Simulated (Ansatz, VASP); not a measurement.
**As: VASP beside Ansatz**

Contents of INCAR:

```
SYSTEM = As
PREC = Accurate
ENCUT = 520
EDIFF = 1E-6
ISMEAR = 0
SIGMA = 0.1
LREAL = .FALSE.
LASPH = .TRUE.
NELM = 60
ALGO = Normal
ISIF = 2
LWAVE = .FALSE.
LCHARG = .TRUE.
GGA = PE
LELF = .TRUE.
LVHAR = .TRUE.
NBANDS = 12
```

Contents of KPOINTS:

```
Automatic mesh
0
G
  6 6 6
  0 0 0
```

POSCAR

```
As
1.0
    0.0000000000      2.8264095920      2.8264095920
    2.8264095920      0.0000000000      2.8264095920
    2.8264095920      2.8264095920      0.0000000000
As
2
Direct
    0.5000000000      0.5000000000      0.5000000000
    0.7500000000      0.7500000000      0.7500000000
```

Input for Ansatz:

```yaml
crystal:
  lattice:
    - [0.0, 2.826409592, 2.826409592]
    - [2.826409592, 0.0, 2.826409592]
    - [2.826409592, 2.826409592, 0.0]
  atoms:
    - { symbol: As, position: [0.5, 0.5, 0.5] }
    - { symbol: As, position: [0.75, 0.75, 0.75] }
basis:
  ecutwfc: 420
kpoints:
  mp_grid: { grid: [6, 6, 6] }
hamiltonian:
  xc: pbe
scf:
  occupations: { method: gaussian, width: 0.1 }
  lower_state_search: "off"
output:
  forces: true
  stress: true
  eigenvalues: true
```

Alike in both runs: task single point; functional PBE; k mesh 6 × 6 × 6; occupations gaussian, width 0.1 eV; no spin polarisation.

```csv
,VASP,Ansatz
version,VASP 6.6.1,Ansatz 0.2.0
potentials or method,"VASP PAW PBE potentials, release 64 (As), cutoff 520 eV","scalar-relativistic, plane waves, PAW"
valence electrons in the cell,10,30
```

|  | VASP | Ansatz | Ansatz less VASP |
| --- | --- | --- | --- |
| gap on the k mesh at the Fermi level (eV) | none | none | - |
| pressure (GPa) | 18.9 | 18.5 | -0.44 |

A gap of «none» marks a metal or a gap that the smearing closes. With one functional, cell and mesh, what is left measures potentials, basis and numerics. VASP's potentials hold 10 valence electrons a cell and Ansatz's 30, so a difference there can come from the potentials and not from the codes.
